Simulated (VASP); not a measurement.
Here is a VASP 6.6.1 calculation.

Contents of INCAR:

```
SYSTEM = RbCl
ALGO = Normal ; EDIFF = 1E-6
ENCUT = 500 ; GGA = PE
GGA_COMPAT = .False. ; ISIF = 2
ISMEAR = 0 ; LASPH = .True.
LCHARG = .False. ; LREAL = .False.
LWAVE = .False. ; NBANDS = 15
NELM = 120 ; PREC = Accurate
SIGMA = 0.05
```

File KPOINTS:

```
k-points
0
Gamma
  6 6 6
  0 0 0
```

File POSCAR:

```
RbCl
1.0
    0.0245550000      3.2740000000      3.2740000000
    3.2740000000      0.0245550000      3.2740000000
    3.2985550000      3.2985550000      0.0000000000
Rb Cl
1 1
Direct
    0.0000000000      0.0000000000      0.0000000000
    0.5000000000      0.5000000000      0.5000000000
```

Potentials or basis: VASP PAW PBE potentials, release 64 (Rb_sv, Cl).

The run is started by

```bash
$ cat potpaw_PBE.64/Rb_sv/POTCAR potpaw_PBE.64/Cl/POTCAR > POTCAR
$ mpirun -np 1 vasp_std > vasp.out
```

Predict the band gap on the k mesh.

5.04 eV, direct.

Predict the pressure.

1.1 GPa.

Stress tensor (GPa, compression positive):
```
 1.15 -0.07  0.00
-0.07  1.15  0.00
 0.00  0.00  1.15
```

Caveat: the cell differs from its parent crystal (strain +0.0150 x Voigt [0, 0, 0, 0, 0, 1]).
